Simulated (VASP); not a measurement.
# TiN (Fm-3m) in VASP: a series of runs

TiN is run at these levels: r2SCAN; tasks: single point.

Program: VASP 6.6.1. These are calculated values, not measurements. Logs are shortened: lines on timing, memory, paths and dates and some standing lists are left out, and cuts for length are marked.

## Step 1: The cell of the first run

It takes space group Fm-3m (No. 225, cubic). The conventional cell has a = 4.190 Å, b = 4.190 Å, c = 4.190 Å, α = 90.00°, β = 90.00°, γ = 90.00°. Within 2.8 Å of Ti (site symmetry m-3m) lie 6 N at 2.09 Å. Within 2.8 Å of N (site symmetry m-3m) lie 6 Ti at 2.09 Å.

## Step 2: Single point, r2SCAN (9.19 Å³/atom)

Contents of POSCAR:

```
TiN
1.0
    0.0000000000      2.0948702013      2.0948702013
    2.0948702013      0.0000000000      2.0948702013
    2.0948702013      2.0948702013      0.0000000000
Ti N
1 1
Direct
    0.0000000000      0.0000000000      0.0000000000
    0.5000000000      0.5000000000      0.5000000000
```

Contents of INCAR.step1:

```
  ALGO = Normal
  EDIFF = 1E-5
  ENCUT = 1460
  GGA = PE
  GGA_COMPAT = F
  ISMEAR = 0
  LASPH = T
  LCHARG = F
  LREAL = F
  LWAVE = T
  NBANDS = 16
  NELM = 120
  PREC = Accurate
  SIGMA = 0.1
```

Contents of INCAR.step2:

```
  ALGO = Normal
  EDIFF = 1E-6
  ENCUT = 1460
  GGA_COMPAT = F
  ISIF = 2
  ISMEAR = 0
  ISTART = 1
  LASPH = T
  LCHARG = F
  LMIXTAU = T
  LREAL = F
  LWAVE = F
  METAGGA = R2SCAN
  NBANDS = 16
  NELM = 120
  PREC = Accurate
  SIGMA = 0.1
```

Contents of KPOINTS:

```
k-points
0
Gamma
  18 18 18
```

Potentials or basis: VASP PAW PBE potentials, release 64 (Ti_sv, N_h).

Command:

```sh
> cat potpaw_PBE.64/Ti_sv/POTCAR potpaw_PBE.64/N_h/POTCAR > POTCAR
> cp INCAR.step1 INCAR
> mpirun -np 1 vasp_std > vasp.out
> cp INCAR.step2 INCAR
> mpirun -np 1 vasp_std > vasp.out
```

OUTCAR:

```text
EDIFF = 1E-6
   ENCUT = 1460
   ISIF = 2
   ISMEAR = 0
   ISTART = 1
   LASPH = T
   LREAL = F
   METAGGA = R2SCAN
   NELM = 120
   PREC = Accurate

 ion  position               nearest neighbor table
   1  0.000  0.000  0.000-   2 2.09   2 2.09   2 2.09   2 2.09   2 2.09   2 2.09
   2  0.500  0.500  0.500-   1 2.09   1 2.09   1 2.09   1 2.09   1 2.09   1 2.09

  LATTYP: Found a face centered cubic cell.
 ALAT       =     4.1897404026

  Lattice vectors:

 A1 = (   0.0000000000,   2.0948702013,   2.0948702013)
 A2 = (   2.0948702013,   0.0000000000,   2.0948702013)
 A3 = (   2.0948702013,   2.0948702013,   0.0000000000)

Analysis of symmetry for initial positions (statically):
=====================================================================
 Subroutine PRICEL returns:
 Original cell was already a primitive cell.

 Routine SETGRP: Setting up the symmetry group for a
 face centered cubic supercell.

 Subroutine GETGRP returns: Found 48 space group operations
 (whereof 48 operations were pure point group operations)
 out of a pool of 48 trial point group operations.

The static configuration has the point symmetry O_h .

Analysis of symmetry for dynamics (positions and initial velocities):
=====================================================================
 Subroutine PRICEL returns:
 Original cell was already a primitive cell.

 Routine SETGRP: Setting up the symmetry group for a
 face centered cubic supercell.

 Subroutine GETGRP returns: Found 48 space group operations
 (whereof 48 operations were pure point group operations)
 out of a pool of 48 trial point group operations.

The dynamic configuration has the point symmetry O_h .

 Subroutine INISYM returns: Found 48 space group operations
 (whereof 48 operations are pure point group operations),
 and found     1 'primitive' translations

----------------------------------------------------------------------------------------

                                     Primitive cell

  volume of cell :      18.3866

  direct lattice vectors                    reciprocal lattice vectors
     0.000000000  2.094870201  2.094870201    -0.238678272  0.238678272  0.238678272
     2.094870201  0.000000000  2.094870201     0.238678272 -0.238678272  0.238678272
     2.094870201  2.094870201  0.000000000     0.238678272  0.238678272 -0.238678272

  length of vectors
     2.962593850  2.962593850  2.962593850     0.413402894  0.413402894  0.413402894

  position of ions in fractional coordinates (direct lattice)
     0.000000000  0.000000000  0.000000000
     0.500000000  0.500000000  0.500000000

  ion indices of the primitive-cell ions
   primitive index   ion index
                 1           1
                 2           2

----------------------------------------------------------------------------------------

 KPOINTS: k-points

Automatic generation of k-mesh.
 Grid dimensions read from file:
 generate k-points for:   18   18   18

 Generating k-lattice:

  Cartesian coordinates                     Fractional coordinates (reciprocal lattice)
    -0.013259904  0.013259904  0.013259904     0.055555556  0.000000000  0.000000000
     0.013259904 -0.013259904  0.013259904     0.000000000  0.055555556  0.000000000
     0.013259904  0.013259904 -0.013259904     0.000000000  0.000000000  0.055555556

  Length of vectors
     0.022966827  0.022966827  0.022966827

  Shift w.r.t. Gamma in fractional coordinates (k-lattice)
     0.000000000  0.000000000  0.000000000

 Subroutine IBZKPT returns following result:
 ===========================================

 Found    195 irreducible k-points:

 Following reciprocal coordinates:
            Coordinates               Weight
  0.000000  0.000000  0.000000      1.000000
  0.055556  0.000000  0.000000      8.000000
  0.111111  0.000000  0.000000      8.000000
  0.166667  0.000000  0.000000      8.000000
  0.222222  0.000000  0.000000      8.000000
  0.277778  0.000000  0.000000      8.000000
[... 16 lines left out ...]
 -0.277778  0.055556  0.000000     24.000000
 -0.222222  0.055556  0.000000     24.000000
 [... further k-points ...]
   k-points           NKPTS =    195   k-points in BZ     NKDIM =    195   number of bands    NBANDS=     16
   number of dos      NEDOS =    301   number of ions     NIONS =      2
   total plane-waves  NPLWV =  64000
   dimension x,y,z NGX =    40 NGY =   40 NGZ =   40
   dimension x,y,z NGXF=    80 NGYF=   80 NGZF=   80
   ions per type =               1   1
   NGX,Y,Z   is equivalent  to a cutoff of  22.45, 22.45, 22.45 a.u.
   NGXF,Y,Z  is equivalent  to a cutoff of  44.89, 44.89, 44.89 a.u.
 SYSTEM =  unknown system
   PREC   = accura    normal or accurate (medium, high low for compatibility)
   ISTART =      1    job   : 0-new  1-cont  2-samecut
   ICHARG =      0    charge: 1-file 2-atom 10-const
   ISPIN  =      1    spin polarized calculation?
   LNONCOLLINEAR =      F non collinear calculations
   LSORBIT =      F    spin-orbit coupling
   LASPH  =      T    aspherical Exc in radial PAW
   ENCUT  = 1460.0 eV 107.31 Ry   10.36 a.u.   9.23  9.23  9.23*2*pi/ulx,y,z
   NELM   =    120;   NELMIN=  2; NELMDL=  0     # of ELM steps
   EDIFF  = 0.1E-05   stopping-criterion for ELM
   LREAL  =      F    real-space projection
   EDIFFG = 0.1E-04   stopping-criterion for IOM
   NSW    =      0    number of steps for IOM
   IBRION =     -1    ionic relax: 0-MD 1-quasi-New 2-CG
   NFREE  =      0    steps in history (QN), initial steepest desc. (CG)
   ISIF   =      2    stress and relaxation
   ISYM   =      2    0-nonsym 1-usesym 2-fastsym
   POTIM  = 0.5000    time-step for ionic-motion
   TEBEG  =    0.0;   TEEND  =   0.0 temperature during run
   PSTRESS=    0.0 pullay stress
   NELECT =      17.0000    total number of electrons
   NUPDOWN=      -1.0000    fix difference up-down
   EMIN   =  10.00;   EMAX   =-10.00  energy-range for DOS
   EFERMI =   0.00;   METHOD = LEGACY
   ISMEAR =     0;   SIGMA  =   0.10  broadening in eV -4-tet -1-fermi 0-gaus
   EFERMI_NEDOS =   21; number of points for ismear=-14 and -15
   IALGO  =     38    algorithm
   IMIX   =      4    mixing-type and parameters
     AMIX     =   0.40;   BMIX     =  1.00
     AMIX_MAG =   1.60;   BMIX_MAG =  1.00
  volume/ion in A,a.u.               =       9.19        62.04
  Fermi-wavevector in a.u.,A,eV,Ry     =   1.594865  3.013858 34.607717  2.543595
  Thomas-Fermi vector in A             =   2.692873
   LORBIT       =      0    0 simple, 1 ext, 2 COOP (PROOUT), +10 PAW based schemes
   METAGGA = R2SCAN    functional components
   LHFCALC =     F    Hartree Fock is set to
   AEXX    =    0.0000 exact exchange contribution
   IVDW    =     0    specifies the selected vdW correction
   LEPSILON=     F    determine dielectric tensor
   LRPA    =     F    only Hartree local field effects (RPA)
 non-spin polarized calculation
 Gauss-broadening in eV      SIGMA  =   0.10
  energy-cutoff  :     1460.00
  volume of cell :       18.39
 maximum number of plane-waves:      2357
 NGX is ok and might be reduce to    40
   NGX = 19   NGY = 19   NGZ = 19

 number of electron      17.0000000 magnetization

 Free energy of the ion-electron system (eV)
  ---------------------------------------------------
  ext. energy  EPLUGINS =         0.00000000
  ---------------------------------------------------
  free energy    TOTEN  =       -25.99733982 eV

  energy without entropy =      -25.99339821  energy(sigma->0) =      -25.99536901

 E-fermi :  12.5400     XC(G=0): -14.0962

 val. band max:       12.5310636254   @ k =   0.1111   0.0556   0.0000
 cond. band min:      12.5500990570   @ k =   0.4444   0.2222   0.1111
 fundamental gap:      0.0190354316
 Fermi energy:        12.5399771955

 k-point     1 :       0.0000    0.0000    0.0000
  band No.  band energies     occupation
      1     -47.7757      2.00000
      2     -22.6863      2.00000
      3     -22.6863      2.00000
      4     -22.6863      2.00000
      5      -5.9618      2.00000
      6      10.0950      2.00000
[... 8 lines left out ...]
     15      26.5347      0.00000
     16      33.3421      0.00000

 k-point     2 :       0.0556    0.0000    0.0000
  band No.  band energies     occupation
      1     -47.7723      2.00000
      2     -22.7105      2.00000
      3     -22.6881      2.00000
      4     -22.6881      2.00000
      5      -5.8971      2.00000
      6       9.7326      2.00000
[... 8 lines left out ...]
     15      26.5848      0.00000
     16      33.2648      0.00000

 k-point     3 :       0.1111    0.0000    0.0000
  band No.  band energies     occupation
      1     -47.7623      2.00000
      2     -22.7796      2.00000
      3     -22.6934      2.00000
      4     -22.6934      2.00000
      5      -5.7081      2.00000
      6       8.9252      2.00000
[... 8 lines left out ...]
     15      26.6601      0.00000
     16      32.9835      0.00000

 k-point     4 :       0.1667    0.0000    0.0000
  band No.  band energies     occupation
      1     -47.7470      2.00000
      2     -22.8841      2.00000
      3     -22.7014      2.00000
      4     -22.7014      2.00000
      5      -5.4101      2.00000
      6       7.9530      2.00000
[... 8 lines left out ...]
     15      26.6062      0.00000
     16      32.4358      0.00000

 k-point     5 :       0.2222    0.0000    0.0000
  band No.  band energies     occupation
      1     -47.7282      2.00000
      2     -23.0100      2.00000
      3     -22.7112      2.00000
      4     -22.7112      2.00000
      5      -5.0272      2.00000
      6       6.9443      2.00000
[... 8 lines left out ...]
     15      26.4097      0.00000
     16      31.6068      0.00000

 k-point     6 :       0.2778    0.0000    0.0000
  band No.  band energies     occupation
      1     -47.7080      2.00000
      2     -23.1414      2.00000
      3     -22.7216      2.00000
      4     -22.7216      2.00000
      5      -4.5926      2.00000
      6       5.9769      2.00000
[... 8 lines left out ...]
     15      26.3154      0.00000
     16      30.6107      0.00000

 k-point     7 :       0.3333    0.0000    0.0000
  band No.  band energies     occupation
      1     -47.6891      2.00000
      2     -23.2625      2.00000
      3     -22.7314      2.00000
      4     -22.7314      2.00000
      5      -4.1490      2.00000
      6       5.1132      2.00000
[... 8 lines left out ...]
     15      26.5514      0.00000
     16      29.6131      0.00000

 k-point     8 :       0.3889    0.0000    0.0000
  band No.  band energies     occupation
      1     -47.6735      2.00000
      2     -23.3597      2.00000
      3     -22.7393      2.00000
      4     -22.7393      2.00000
      5      -3.7519      2.00000
      6       4.4155      2.00000
[... 8 lines left out ...]
     15      27.0261      0.00000
     16      28.7634      0.00000

 k-point     9 :       0.4444    0.0000    0.0000
  band No.  band energies     occupation
      1     -47.6634      2.00000
      2     -23.4223      2.00000
      3     -22.7445      2.00000
      4     -22.7444      2.00000
      5      -3.4689      2.00000
      6       3.9525      2.00000
[... 8 lines left out ...]
     15      27.4678      0.00000
     16      28.1878      0.00000
[... 172 lines left out ...]
 k-point    19 :       0.5000    0.0556    0.0000
  band No.  band energies     occupation
      1     -47.6587      2.00000
      2     -23.4325      2.00000
      3     -22.7595      2.00000
      4     -22.7516      2.00000
      5      -3.4067      2.00000
      6       3.8809      2.00000
[... 8 lines left out ...]
     15      27.4721      0.00000
     16      28.0113      0.00000

 k-point    20 :      -0.4444    0.0556    0.0000
  band No.  band energies     occupation
      1     -47.6599      2.00000
      2     -23.4254      2.00000
      3     -22.7636      2.00000
      4     -22.7464      2.00000
      5      -3.4386      2.00000
      6       3.9305      2.00000
[... 8 lines left out ...]
     15      27.3998      0.00000
     16      28.0361      0.00000

 k-point    21 :      -0.3889    0.0556    0.0000
  band No.  band energies     occupation
      1     -47.6679      2.00000
      2     -23.3771      2.00000
      3     -22.7635      2.00000
      4     -22.7380      2.00000
      5      -3.6561      2.00000
      6       4.2776      2.00000
[... 8 lines left out ...]
     15      27.0781      0.00000
     16      28.3683      0.00000

 k-point    22 :      -0.3333    0.0556    0.0000
  band No.  band energies     occupation
      1     -47.6816      2.00000
      2     -23.2926      2.00000
      3     -22.7592      2.00000
      4     -22.7274      2.00000
      5      -4.0072      2.00000
      6       4.8699      2.00000
[... 8 lines left out ...]
     15      26.6283      0.00000
     16      28.9922      0.00000

 k-point    23 :      -0.2778    0.0556    0.0000
  band No.  band energies     occupation
      1     -47.6994      2.00000
      2     -23.1812      2.00000
      3     -22.7512      2.00000
      4     -22.7159      2.00000
      5      -4.4262      2.00000
      6       5.6395      2.00000
[... 8 lines left out ...]
     15      26.3254      0.00000
     16      29.7928      0.00000

 k-point    24 :      -0.2222    0.0556    0.0000
  band No.  band energies     occupation
      1     -47.7192      2.00000
      2     -23.0554      2.00000
      3     -22.7403      2.00000
      4     -22.7049      2.00000
      5      -4.8553      2.00000
      6       6.5211      2.00000
[... 8 lines left out ...]
     15      26.3495      0.00000
     16      30.6501      0.00000

 [... further k-points ...]
[... 5 lines left out ...]
  --------------------------------------------------------------------------------------
  -------------------------------------------------------------------------------------
  Total        1.2801455      1.2801455      1.2801455      0.0000000      0.0000000      0.0000000
  in kB      111.5497375    111.5497375    111.5497375      0.0000000      0.0000000      0.0000000
  external PRESSURE =     111.5497375 kB  Pullay stress =       0.0000000 kB

 VOLUME and BASIS-vectors are now :
 -----------------------------------------------------------------------------
  energy-cutoff  :     1460.00
  volume of cell :       18.39
      direct lattice vectors                 reciprocal lattice vectors
     0.000000000  2.094870201  2.094870201    -0.238678272  0.238678272  0.238678272
     2.094870201  0.000000000  2.094870201     0.238678272 -0.238678272  0.238678272
     2.094870201  2.094870201  0.000000000     0.238678272  0.238678272 -0.238678272

 POSITION                                       TOTAL-FORCE (eV/Angst)
 -----------------------------------------------------------------------------------
      0.00000      0.00000      0.00000         0.000000      0.000000      0.000000
      2.09487      2.09487      2.09487        -0.000000     -0.000000     -0.000000
 -----------------------------------------------------------------------------------
    total drift:                                0.000000     -0.000000     -0.000000

  FREE ENERGIE OF THE ION-ELECTRON SYSTEM (eV)
  ---------------------------------------------------
  free  energy   TOTEN  =       -25.9973398174 eV

  energy  without entropy=      -25.9933982096  energy(sigma->0) =      -25.99536901
```

It took 15 min on 1 thread of Intel Xeon Platinum 8259CL at 2.50GHz (Skylake/Cascade Lake), shared host; peak memory 0.47 GiB.

Results:

- Free energy: -25.9973 eV
- Pressure: 11.2 GPa
- Band gap on the k mesh: zero (an odd number of electrons rules out a gap without spin polarisation)

Levels at points of the mesh, in eV from the Fermi level:
```csv
k point,band 6,band 7,band 8,band 9,band 10,band 11,band 12,band 13
"(0.00, 0.00, 0.00)",-2.44,-2.44,-2.44,-0.66,-0.66,-0.66,0.61,0.61
"(0.50, 0.00, 0.00)",-8.75,-6.13,-6.13,1.84,1.84,2.58,6.23,6.23
"(0.50, 0.50, 0.00)",-6.37,-3.68,-3.68,-3.26,1.76,2.58,2.58,3.97
```

Caveat: the cell stands under pressure; the PAW data sets were made with another functional, which shifts forces and pressure a little; an odd number of electrons without spin polarisation forces a metal; a magnetic or distorted state may lie lower.

## Step 3: Single point, r2SCAN

This run uses another cell than the first one, of 9.48 Å³/atom.

Contents of POSCAR:

```
TiN
1.0
    0.0000000000      2.1162479030      2.1162479030
    2.1162479030      0.0000000000      2.1162479030
    2.1162479030      2.1162479030      0.0000000000
Ti N
1 1
Direct
    0.0000000000      0.0000000000      0.0000000000
    0.5000000000      0.5000000000      0.5000000000
```

Contents of INCAR.step1:

```
SYSTEM = TiN
PREC = Accurate
ENCUT = 1460
ISMEAR = 0
SIGMA = 0.1
LREAL = .FALSE.
LASPH = .TRUE.
NELM = 120
NBANDS = 16
GGA = PE
ALGO = Normal
EDIFF = 1E-5
LWAVE = .TRUE.
LCHARG = .FALSE.
GGA_COMPAT = .FALSE.
```

Contents of INCAR.step2:

```
SYSTEM = TiN
PREC = Accurate
ENCUT = 1460
EDIFF = 1E-6
ISMEAR = 0
SIGMA = 0.1
LREAL = .FALSE.
LASPH = .TRUE.
NELM = 120
ALGO = Normal
ISIF = 2
LWAVE = .FALSE.
LCHARG = .FALSE.
METAGGA = R2SCAN
LMIXTAU = .TRUE.
NBANDS = 16
ISTART = 1
GGA_COMPAT = .FALSE.
```

Contents of KPOINTS:

```
Automatic mesh
0
G
  18 18 18
  0 0 0
```

Potentials or basis: VASP PAW PBE potentials, release 64 (Ti_sv, N_h).

Command:

```sh
> cat potpaw_PBE.64/Ti_sv/POTCAR potpaw_PBE.64/N_h/POTCAR > POTCAR
> cp INCAR.step1 INCAR
> mpirun -np 1 vasp_std > vasp.out
> cp INCAR.step2 INCAR
> mpirun -np 1 vasp_std > vasp.out
```

It took 9.9 min on 1 thread of Intel Xeon Platinum 8559C (Emerald Rapids), shared host; peak memory 0.48 GiB.

Results (log left out):

| Item | Value |
| --- | --- |
| Free energy | -26.0199 eV |
| Pressure | 1.4 GPa |
| Band gap on the k mesh | zero (an odd number of electrons rules out a gap without spin polarisation) |

Levels at points of the mesh, in eV from the Fermi level:
| k point | band 7 | band 8 | band 9 | band 10 | band 11 | band 12 |
| --- | --- | --- | --- | --- | --- | --- |
| (0.00, 0.00, 0.00) | -2.40 | -2.40 | -0.63 | -0.63 | -0.63 | 0.59 |
| (0.50, 0.00, 0.00) | -5.95 | -5.95 | 1.75 | 1.75 | 2.45 | 5.97 |
| (0.50, 0.50, 0.00) | -3.63 | -3.63 | -3.12 | 1.68 | 2.46 | 2.46 |

Caveat: the PAW data sets were made with another functional, which shifts forces and pressure a little; an odd number of electrons without spin polarisation forces a metal; a magnetic or distorted state may lie lower.

The gap in the log of VASP goes by the Fermi energy; the results here count the filled bands.